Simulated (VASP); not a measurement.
# Mg (I4/mmm) in VASP: further runs

Mg is run at these levels: PBE; tasks: single point.

Program: VASP 6.6.1. These are calculated values, not measurements. Logs are shortened: lines on timing, memory, paths and dates and some standing lists are left out, and cuts for length are marked.

### Step 1. The cell of the first run

Symmetry: I4/mmm, No. 139, tetragonal system. The conventional cell has a = 3.671 Å, b = 3.671 Å, c = 3.273 Å, α = 90.00°, β = 90.00°, γ = 90.00°. Mg (site symmetry 4/mmm) has 14 Mg at 3.07 to 3.67 Å within 4.0 Å.

### Step 2. Single point, PBE

Input file INCAR:

```
  ALGO = Normal
  EDIFF = 1E-6
  ENCUT = 520
  GGA = PE
  ISIF = 2
  ISMEAR = 0
  LASPH = True
  LCHARG = False
  LREAL = False
  LWAVE = False
  NBANDS = 7
  NELM = 60
  PREC = Accurate
  SIGMA = 0.15
```

Input file KPOINTS:

```
k-points
0
Gamma
  18 18 18
```

Input file POSCAR:

```
Mg
1.0
   -1.8355548414      1.8355548414      1.6366500000
    1.8355548414     -1.8355548414      1.6366500000
    1.8355548414      1.8355548414     -1.6366500000
Mg
1
Direct
    0.0000000000      0.0000000000      0.0000000000
```

Potentials or basis: VASP PAW PBE potentials, release 64 (Mg).

Launch:

```bash
cat potpaw_PBE.64/Mg/POTCAR > POTCAR
mpirun -np 1 vasp_std > vasp.out
```

OUTCAR:

```text
EDIFF = 1E-6
   ENCUT = 520
   GGA = PE
   ISIF = 2
   ISMEAR = 0
   LASPH = True
   LREAL = False
   NELM = 60
   PREC = Accurate

 ion  position               nearest neighbor table
   1  0.000  0.000  0.000-

  LATTYP: Found a body centered tetragonal cell.
 ALAT       =     3.6711096828
 C/A-ratio  =     0.8916377561

  Lattice vectors:

 A1 = (  -1.8355548414,   1.8355548414,   1.6366500000)
 A2 = (   1.8355548414,  -1.8355548414,   1.6366500000)
 A3 = (   1.8355548414,   1.8355548414,  -1.6366500000)

Analysis of symmetry for initial positions (statically):
=====================================================================
 Subroutine PRICEL returns:
 Original cell was already a primitive cell.

 Routine SETGRP: Setting up the symmetry group for a
 body centered tetragonal supercell.

 Subroutine GETGRP returns: Found 16 space group operations
 (whereof 16 operations were pure point group operations)
 out of a pool of 16 trial point group operations.

The static configuration has the point symmetry D_4h.

Analysis of symmetry for dynamics (positions and initial velocities):
=====================================================================
 Subroutine PRICEL returns:
 Original cell was already a primitive cell.

 Routine SETGRP: Setting up the symmetry group for a
 body centered tetragonal supercell.

 Subroutine GETGRP returns: Found 16 space group operations
 (whereof 16 operations were pure point group operations)
 out of a pool of 16 trial point group operations.

The dynamic configuration has the point symmetry D_4h.

 Subroutine INISYM returns: Found 16 space group operations
 (whereof 16 operations are pure point group operations),
 and found     1 'primitive' translations

----------------------------------------------------------------------------------------

                                     Primitive cell

  volume of cell :      22.0572

  direct lattice vectors                    reciprocal lattice vectors
    -1.835554841  1.835554841  1.636650000     0.000000000  0.272397200  0.305502093
     1.835554841 -1.835554841  1.636650000     0.272397200  0.000000000  0.305502093
     1.835554841  1.835554841 -1.636650000     0.272397200  0.272397200  0.000000000

  length of vectors
     3.068736935  3.068736935  3.068736935     0.409306442  0.409306442  0.385227815

  position of ions in fractional coordinates (direct lattice)
     0.000000000  0.000000000  0.000000000

  ion indices of the primitive-cell ions
   primitive index   ion index
                 1           1

----------------------------------------------------------------------------------------

 KPOINTS: k-points

Automatic generation of k-mesh.
 Grid dimensions read from file:
 generate k-points for:   18   18   18

 Generating k-lattice:

  Cartesian coordinates                     Fractional coordinates (reciprocal lattice)
     0.000000000  0.015133178  0.016972338     0.055555556  0.000000000 -0.000000000
     0.015133178  0.000000000  0.016972338     0.000000000  0.055555556 -0.000000000
     0.015133178  0.015133178  0.000000000     0.000000000  0.000000000  0.055555556

  Length of vectors
     0.022739247  0.022739247  0.021401545

  Shift w.r.t. Gamma in fractional coordinates (k-lattice)
     0.000000000  0.000000000  0.000000000

 Subroutine IBZKPT returns following result:
 ===========================================

 Found    480 irreducible k-points:

 Following reciprocal coordinates:
            Coordinates               Weight
  0.000000  0.000000  0.000000      1.000000
  0.055556  0.000000 -0.000000      8.000000
  0.111111  0.000000 -0.000000      8.000000
  0.166667  0.000000  0.000000      8.000000
  0.222222  0.000000 -0.000000      8.000000
  0.277778  0.000000 -0.000000      8.000000
[... 16 lines left out ...]
 -0.277778  0.055556  0.000000     16.000000
 -0.222222  0.055556  0.000000     16.000000
 [... further k-points ...]
   k-points           NKPTS =    480   k-points in BZ     NKDIM =    480   number of bands    NBANDS=      7
   number of dos      NEDOS =    301   number of ions     NIONS =      1
   total plane-waves  NPLWV =  13824
   dimension x,y,z NGX =    24 NGY =   24 NGZ =   24
   dimension x,y,z NGXF=    48 NGYF=   48 NGZF=   48
   ions per type =               1
   NGX,Y,Z   is equivalent  to a cutoff of  13.00, 13.00, 13.00 a.u.
   NGXF,Y,Z  is equivalent  to a cutoff of  26.00, 26.00, 26.00 a.u.
 SYSTEM =  unknown system
   PREC   = accura    normal or accurate (medium, high low for compatibility)
   ISTART =      0    job   : 0-new  1-cont  2-samecut
   ICHARG =      2    charge: 1-file 2-atom 10-const
   ISPIN  =      1    spin polarized calculation?
   LNONCOLLINEAR =      F non collinear calculations
   LSORBIT =      F    spin-orbit coupling
   LASPH  =      T    aspherical Exc in radial PAW
   ENCUT  =  520.0 eV  38.22 Ry    6.18 a.u.   5.71  5.71  5.71*2*pi/ulx,y,z
   NELM   =     60;   NELMIN=  2; NELMDL= -5     # of ELM steps
   EDIFF  = 0.1E-05   stopping-criterion for ELM
   LREAL  =      F    real-space projection
   EDIFFG = 0.1E-04   stopping-criterion for IOM
   NSW    =      0    number of steps for IOM
   IBRION =     -1    ionic relax: 0-MD 1-quasi-New 2-CG
   NFREE  =      0    steps in history (QN), initial steepest desc. (CG)
   ISIF   =      2    stress and relaxation
   ISYM   =      2    0-nonsym 1-usesym 2-fastsym
   POTIM  = 0.5000    time-step for ionic-motion
   TEBEG  =    0.0;   TEEND  =   0.0 temperature during run
   PSTRESS=    0.0 pullay stress
   NELECT =       2.0000    total number of electrons
   NUPDOWN=      -1.0000    fix difference up-down
   EMIN   =  10.00;   EMAX   =-10.00  energy-range for DOS
   EFERMI =   0.00;   METHOD = LEGACY
   ISMEAR =     0;   SIGMA  =   0.15  broadening in eV -4-tet -1-fermi 0-gaus
   EFERMI_NEDOS =   21; number of points for ismear=-14 and -15
   IALGO  =     38    algorithm
   IMIX   =      4    mixing-type and parameters
     AMIX     =   0.40;   BMIX     =  1.00
     AMIX_MAG =   1.60;   BMIX_MAG =  1.00
  volume/ion in A,a.u.               =      22.06       148.85
  Fermi-wavevector in a.u.,A,eV,Ry     =   0.735475  1.389846  7.359713  0.540924
  Thomas-Fermi vector in A             =   1.828681
   LORBIT       =      0    0 simple, 1 ext, 2 COOP (PROOUT), +10 PAW based schemes
   GGA     = PE    functional components
   LHFCALC =     F    Hartree Fock is set to
   AEXX    =    0.0000 exact exchange contribution
   IVDW    =     0    specifies the selected vdW correction
   LEPSILON=     F    determine dielectric tensor
   LRPA    =     F    only Hartree local field effects (RPA)
 non-spin polarized calculation
 Gauss-broadening in eV      SIGMA  =   0.15
  energy-cutoff  :      520.00
  volume of cell :       22.06
 maximum number of plane-waves:       606
   NGX = 11   NGY = 11   NGZ = 11

 number of electron       2.0000000 magnetization

 Free energy of the ion-electron system (eV)
  ---------------------------------------------------
  ext. energy  EPLUGINS =         0.00000000
  ---------------------------------------------------
  free energy    TOTEN  =        -1.47392431 eV

  energy without entropy =       -1.46907373  energy(sigma->0) =       -1.47149902

 E-fermi :   2.8620     XC(G=0):  -8.6174

 val. band max:        2.8617326198   @ k =   0.3889   0.3333   0.1111
 cond. band min:       2.8636572710   @ k =  -0.2778   0.5000   0.2778
 fundamental gap:      0.0019246512
 Fermi energy:         2.8619908320

 k-point     1 :       0.0000    0.0000    0.0000
  band No.  band energies     occupation
      1      -4.2580      2.00000
      2      14.6642      0.00000
      3      16.9204      0.00000
      4      17.1241      0.00000
      5      17.1241      0.00000
      6      17.1654      0.00000
      7      17.1654      0.00000

 k-point     2 :       0.0556    0.0000   -0.0000
  band No.  band energies     occupation
      1      -4.1799      2.00000
      2      14.3147      0.00000
      3      15.9212      0.00000
      4      16.3728      0.00000
      5      16.6178      0.00000
      6      17.6497      0.00000
      7      17.8683      0.00000

 k-point     3 :       0.1111    0.0000   -0.0000
  band No.  band energies     occupation
      1      -3.9462      2.00000
      2      13.6456      0.00000
      3      14.1027      0.00000
      4      15.4709      0.00000
      5      15.6822      0.00000
      6      17.7413      0.00000
      7      18.7065      0.00000

 k-point     4 :       0.1667    0.0000    0.0000
  band No.  band energies     occupation
      1      -3.5578      2.00000
      2      12.0948      0.00000
      3      12.9722      0.00000
      4      14.7143      0.00000
      5      14.7468      0.00000
      6      16.9941      0.00000
      7      19.1927      0.00000

 k-point     5 :       0.2222    0.0000   -0.0000
  band No.  band energies     occupation
      1      -3.0170      2.00000
      2      10.1270      0.00000
      3      12.3787      0.00000
      4      13.9155      0.00000
      5      14.0733      0.00000
      6      16.2871      0.00000
      7      19.5859      0.00000

 k-point     6 :       0.2778    0.0000   -0.0000
  band No.  band energies     occupation
      1      -2.3264      2.00000
      2       8.2519      0.00000
      3      11.8883      0.00000
      4      13.2182      0.00000
      5      13.5519      0.00000
      6      15.6573      0.00000
      7      19.9973      0.00000

 k-point     7 :       0.3333    0.0000   -0.0000
  band No.  band energies     occupation
      1      -1.4899      2.00000
      2       6.4886      0.00000
      3      11.5078      0.00000
      4      12.6670      0.00000
      5      13.1518      0.00000
      6      15.1332      0.00000
      7      20.4897      0.00000
[... 121 lines left out ...]
 k-point    20 :      -0.4444    0.0556    0.0000
  band No.  band energies     occupation
      1       0.0122      2.00000
      2       4.2112      0.00000
      3      10.1985      0.00000
      4      12.1712      0.00000
      5      13.1014      0.00000
      6      15.3916      0.00000
      7      22.1913      0.00000

 k-point    21 :      -0.3889    0.0556    0.0000
  band No.  band energies     occupation
      1      -1.0220      2.00000
      2       5.7880      0.00000
      3      10.3686      0.00000
      4      12.5442      0.00000
      5      13.2909      0.00000
      6      15.7776      0.00000
      7      21.8459      0.00000

 k-point    22 :      -0.3333    0.0556    0.0000
  band No.  band energies     occupation
      1      -1.9210      2.00000
      2       7.4894      0.00000
      3      10.6751      0.00000
      4      13.0333      0.00000
      5      13.6293      0.00000
      6      16.2877      0.00000
      7      21.3326      0.00000

 k-point    23 :      -0.2778    0.0556    0.0000
  band No.  band energies     occupation
      1      -2.6764      2.00000
      2       9.2943      0.00000
      3      11.1249      0.00000
      4      13.6183      0.00000
      5      14.1307      0.00000
      6      16.9036      0.00000
      7      20.5129      0.00000

 k-point    24 :      -0.2222    0.0556    0.0000
  band No.  band energies     occupation
      1      -3.2836      2.00000
      2      11.1027      0.00000
      3      11.7991      0.00000
      4      14.2798      0.00000
      5      14.7993      0.00000
      6      17.5930      0.00000
      7      19.6214      0.00000

 [... further k-points ...]

------------------------ aborting loop because EDIFF is reached ----------------------------------------

  FORCE on cell =-STRESS in cart. coord.  units (eV):
  Direction    XX          YY          ZZ          XY          YZ          ZX
  --------------------------------------------------------------------------------------
  -------------------------------------------------------------------------------------
  Total        0.1794671      0.1794671      0.2711021      0.0000000      0.0000000      0.0000000
  in kB       13.0360141     13.0360141     19.6921386      0.0000000      0.0000000      0.0000000
  external PRESSURE =      15.2547223 kB  Pullay stress =       0.0000000 kB

 VOLUME and BASIS-vectors are now :
 -----------------------------------------------------------------------------
  energy-cutoff  :      520.00
  volume of cell :       22.06
      direct lattice vectors                 reciprocal lattice vectors
    -1.835554841  1.835554841  1.636650000     0.000000000  0.272397200  0.305502093
     1.835554841 -1.835554841  1.636650000     0.272397200  0.000000000  0.305502093
     1.835554841  1.835554841 -1.636650000     0.272397200  0.272397200  0.000000000

 POSITION                                       TOTAL-FORCE (eV/Angst)
 -----------------------------------------------------------------------------------
      0.00000      0.00000      0.00000        -0.000000      0.000000      0.000000
 -----------------------------------------------------------------------------------
    total drift:                                0.000000      0.000000      0.000000

  FREE ENERGIE OF THE ION-ELECTRON SYSTEM (eV)
  ---------------------------------------------------
  free  energy   TOTEN  =        -1.4739243084 eV

  energy  without entropy=       -1.4690737335  energy(sigma->0) =       -1.47149902
```

Wall time 12 s (1 thread of Intel Xeon 6975P-C (Granite Rapids), shared host); peak memory 0.19 GiB.

Results:

```yaml
Free_energy: -1.4739 eV
Pressure: 1.5 GPa
Band_gap_on_the_k_mesh: zero (band 1 reaches 5.96 eV, above the bottom of band 2 at 1.42 eV)
```

### Step 3. Single point, PBE

This run uses another cell than the first one, of 22.15 Å³/atom, 1.004 times its volume.

Input file INCAR:

```
SYSTEM = Mg
PREC = Accurate ; ENCUT = 520
EDIFF = 1E-6 ; ISMEAR = 0
SIGMA = 0.15 ; LREAL = .FALSE.
LASPH = .TRUE. ; NELM = 100
ALGO = Normal ; ISIF = 2
LWAVE = .FALSE. ; LCHARG = .TRUE.
GGA = PE ; LELF = .TRUE.
LVHAR = .TRUE. ; NBANDS = 7
```

Input file KPOINTS:

```
Automatic mesh
0
G
  18 18 18
  0 0 0
```

Input file POSCAR:

```
Mg
1.0
   -1.9212000000      1.9212000000      1.5003000000
    1.9212000000     -1.9212000000      1.5003000000
    1.9212000000      1.9212000000     -1.5003000000
Mg
1
Direct
    0.0000000000      0.0000000000      0.0000000000
```

Potentials or basis: VASP PAW PBE potentials, release 64 (Mg).

Launch:

```bash
cat potpaw_PBE.64/Mg/POTCAR > POTCAR
mpirun -np 1 vasp_std > vasp.out
```

It took 13 s on 1 thread of Intel Xeon 6975P-C (Granite Rapids), shared host; peak memory 0.2 GiB.

It converged, with:

* Free energy: -1.4404 eV
* Pressure: 2.4 GPa
* Band gap on the k mesh: zero (band 1 reaches 5.19 eV, above the bottom of band 2 at 0.79 eV)

Stress tensor (GPa, compression positive):
```
0.62 0.00 0.00
0.00 0.62 0.00
0.00 0.00 6.03
```

Levels at points of the mesh, in eV from the Fermi level:
```
           k point  band 1  band 2  band 3  band 4
(0.00, 0.00, 0.00)   -7.06   10.28   12.45   12.45
(0.50, 0.00, 0.00)   -0.96   -0.04    7.67    8.69
(0.50, 0.50, 0.00)   -2.14   -2.00   12.57   12.81
(0.50, 0.50, 0.50)    2.22    2.22    2.98    3.46
```

### Step 4. Single point, PBE

This run uses another cell than the first one, of 22.26 Å³/atom, 1.009 times its volume.

Input file INCAR:

```
  PREC = Accurate
  ENCUT = 520
  EDIFF = 1E-6
  ISMEAR = 0
  SIGMA = 0.15
  LREAL = False
  LASPH = True
  NELM = 80
  ALGO = Normal
  ISIF = 2
  LWAVE = False
  LCHARG = False
  GGA = PE
  NBANDS = 7
```

Input file KPOINTS:

```
Automatic mesh
0
Gamma
  18 18 18
```

Input file POSCAR:

```
Mg
1.0
   -1.7070500000      1.7070500000      1.9094500000
    1.7070500000     -1.7070500000      1.9094500000
    1.7070500000      1.7070500000     -1.9094500000
Mg
1
Direct
    0.0000000000      0.0000000000      0.0000000000
```

Launch:

```bash
cat potpaw_PBE.64/Mg/POTCAR > POTCAR
mpirun -np 1 vasp_std > vasp.out
```

It took 13 s on 1 thread of Intel Xeon 6975P-C (Granite Rapids), shared host; peak memory 0.19 GiB.

The run converged. Its results:

- Free energy: -1.4806 eV
- Pressure: 1.0 GPa
- Band gap on the k mesh: zero (band 1 reaches 5.27 eV, above the bottom of band 2 at 1.69 eV)

Stress tensor (GPa, compression positive):
```
0.91 0.00 0.00
0.00 0.91 0.00
0.00 0.00 1.32
```

Levels at points of the mesh, in eV from the Fermi level:
| k point | band 1 | band 2 | band 3 | band 4 |
| --- | --- | --- | --- | --- |
| (0.00, 0.00, 0.00) | -7.09 | 12.64 | 12.64 | 14.12 |
| (0.50, 0.00, 0.00) | -1.68 | -1.13 | 9.46 | 10.29 |
| (0.50, 0.50, 0.00) | -1.18 | -0.38 | 7.57 | 8.46 |
| (0.50, 0.50, 0.50) | 2.31 | 3.15 | 4.61 | 4.87 |

### Step 5. Overview

| cell | gap on the mesh (eV) | pressure (GPa) |
| --- | --- | --- |
| a = 3.069 Å, angles 106.5, 106.5, 115.5°, 1 atom | none | 1.5 |
| a = 3.104 Å, angles 103.5, 103.5, 122.2°, 1 atom | none | 2.4 |
| a = 3.078 Å, angles 112.6, 112.6, 103.3°, 1 atom | none | 1.0 |

Alike in all rows: task single point; level PBE; potentials or basis VASP PAW PBE potentials, release 64 (Mg); no spin polarisation; k mesh 18 × 18 × 18; cutoff (eV) 520; smearing gaussian 0.15 eV.

Absolute energies hang on the potentials; compare differences alone.
